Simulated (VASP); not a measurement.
Runs of VASP 6.6.1 on P. The structure is that of space group P6/mmm (No. 191), or close to it. The cells are those of the table. 

```csv
task,cell,k mesh,cutoff (eV),gap on the mesh (eV),pressure (GPa)
single point,"a = 4.515, b = 4.515, c = 2.545 Å, angles 90.0, 90.0, 120.0°, 3 atoms",9 × 9 × 14,520,none,-3.8
relaxation of cell and atoms,"relaxed from a = 4.414, b = 4.414, c = 2.706 Å, angles 90.0, 90.0, 120.0°, 3 atoms",8 × 8 × 12,600,none,0.0
single point,"a = 4.334, b = 4.334, c = 2.443 Å, angles 90.0, 90.0, 120.0°, 3 atoms",9 × 9 × 14,520,none,(a)
single point,"a = 4.572, b = 4.572, c = 2.577 Å, angles 90.0, 90.0, 120.0°, 3 atoms",9 × 9 × 14,520,none,-6.5
single point,"a = 4.456, b = 4.456, c = 2.512 Å, angles 90.0, 90.0, 120.0°, 3 atoms",8 × 8 × 12,520,none,(b)
single point,"a = 4.456, b = 4.456, c = 2.512 Å, angles 90.0, 90.0, 120.0°, 3 atoms",9 × 9 × 14,520,none,-0.3
single point,"a = 4.456, b = 4.456, c = 2.512 Å, angles 90.0, 90.0, 120.0°, 3 atoms",11 × 11 × 16,520,none,-0.4
single point,"a = 4.396, b = 4.396, c = 2.478 Å, angles 90.0, 90.0, 120.0°, 3 atoms",9 × 9 × 14,520,none,3.8
single point,"a = 4.270, b = 4.270, c = 2.407 Å, angles 90.0, 90.0, 120.0°, 3 atoms",9 × 9 × 14,520,none,15.1
single point,"a = 4.627, b = 4.627, c = 2.609 Å, angles 90.0, 90.0, 120.0°, 3 atoms",9 × 9 × 14,520,none,(c)
```

Alike in all rows: level PBE; potentials or basis VASP PAW PBE potentials, release 64 (P); no spin polarisation; smearing fermi-dirac 0.1 eV.

Q: Estimate the missing entries.

A: (a) 9.0; (b) -0.2; (c) -8.8.

A gap of «none» marks levels without a gap at the run's occupations.
